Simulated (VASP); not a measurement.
Runs of VASP 6.6.1 on NaH. The structure is that of space group Pm-3m (No. 221), or close to it. The cells are those of the table. 

| cell | gap on the mesh (eV) | pressure (GPa) |
| --- | --- | --- |
| a = 2.881, b = 2.881, c = 3.029 Å, 2 atoms | 0.69 | 0.9 |
| a = 2.955, b = 2.955, c = 3.029 Å, 2 atoms | (c) | (b) |
| a = 3.103, b = 3.103, c = 2.881 Å, 2 atoms | 0.76 | -1.3 |
| a = 3.029, b = 3.029, c = 2.807 Å, 2 atoms | 0.75 | (a) |
| a = 3.103, b = 3.103, c = 3.029 Å, 2 atoms | 0.96 | -2.2 |

Alike in all rows: task single point; level PBE; potentials or basis VASP PAW PBE potentials, release 64 (Na_pv, H); no spin polarisation; k mesh 10 × 10 × 10; cutoff (eV) 520; smearing gaussian 0.05 eV.

Question: Fill in the values left out.

Answer: (a) 0.3; (b) -0.4; (c) 0.87.

A k mesh can miss the band edges.
